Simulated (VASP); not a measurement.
# Mg7MnS8 (a cell with a defect): single point with PBEsol

System: Mg7MnS8 (a cell with a defect).

```
CELL_PARAMETERS angstrom
0.00000 5.18198 5.18198
5.18198 0.00000 5.18198
5.18198 5.18198 0.00000
ATOMIC_POSITIONS crystal
S 0.75695 0.25926 0.24668
S 0.26620 0.72484 0.76387
S 0.25763 0.75505 0.26532
S 0.76138 0.24683 0.76620
S 0.22424 0.24989 0.77074
S 0.74999 0.72536 0.26528
S 0.26872 0.24634 0.24815
S 0.75852 0.76556 0.73908
Mg 0.00544 0.98887 0.01085
Mg 0.98123 0.96922 0.52433
Mg 0.50737 0.49180 0.00155
Mg 0.02203 0.50968 0.99651
Mg 0.51127 0.00482 0.48359
Mg 0.50182 0.99641 0.98472
Mg 0.99631 0.48272 0.51073
Mn 0.50845 0.47954 0.48578
```

- Program: VASP 6.6.1
- Task: single point
- Functional: PBEsol
- Potentials or basis: VASP PAW PBE potentials, release 64 (S, Mg, Mn_pv)
- Cutoff: 520 eV
- k mesh: 1 × 1 × 2
- Occupations: fermi-dirac, width 0.05 eV
- Spin: no spin polarisation
- Dipole correction: no
- Charge: 1
- Further INCAR settings: LREAL = Auto; ALGO = Normal; EDIFF = 1e-06; NBANDS = 52; NELECT = 74.0

```json
{"Largest force": "2.415 eV/Å"}
```

Forces in eV/Å, atoms in the order of the input:
```
S    1.342  0.083 -0.326
S   -0.888 -0.295  0.650
S   -0.449  1.204 -0.510
S   -0.615 -0.942 -0.598
S   -0.490  0.042  1.270
S    0.055 -0.024 -1.178
S   -0.051  0.083 -0.180
S   -0.117 -0.505 -1.634
Mg  -0.373 -0.131 -0.105
Mg   0.457  0.366  2.343
Mg   0.092 -0.073 -0.001
Mg  -0.178  0.077 -0.604
Mg   0.175  0.061 -0.437
Mg   0.630  0.200  0.301
Mg  -0.146  0.028  0.300
Mn   0.556 -0.175  0.710
```

Levels at points of the mesh, in eV from the Fermi level:
| k point | band 34 | band 35 | band 36 | band 37 | band 38 | band 39 | band 40 | band 41 |
| --- | --- | --- | --- | --- | --- | --- | --- | --- |
| (0.00, 0.00, 0.00) | -0.56 | -0.52 | -0.10 | -0.06 | 0.00 | 1.22 | 1.29 | 2.26 |
| (0.00, 0.00, 0.50) | -0.93 | -0.89 | -0.07 | -0.01 | 0.01 | 0.89 | 0.96 | 3.70 |

It took 110 s on 1 thread of Intel(R) Xeon(R) Platinum 8259CL CPU @ 2.50GHz (Skylake/Cascade Lake), with other jobs on the host, peak memory 0.41 GiB.

Caveat: the k points lie up to 1.01 Å⁻¹ apart, too coarse for converged energies, forces and pressures; the cell carries a net charge on a neutralising background, which shifts energy and pressure; the cell is charged against a uniform background, so pressure and absolute levels hang on convention; the PAW data sets were made with another functional, which shifts forces and pressure a little. Spin polarisation is off, so any magnetic state and its effect on volume and gap are missing.
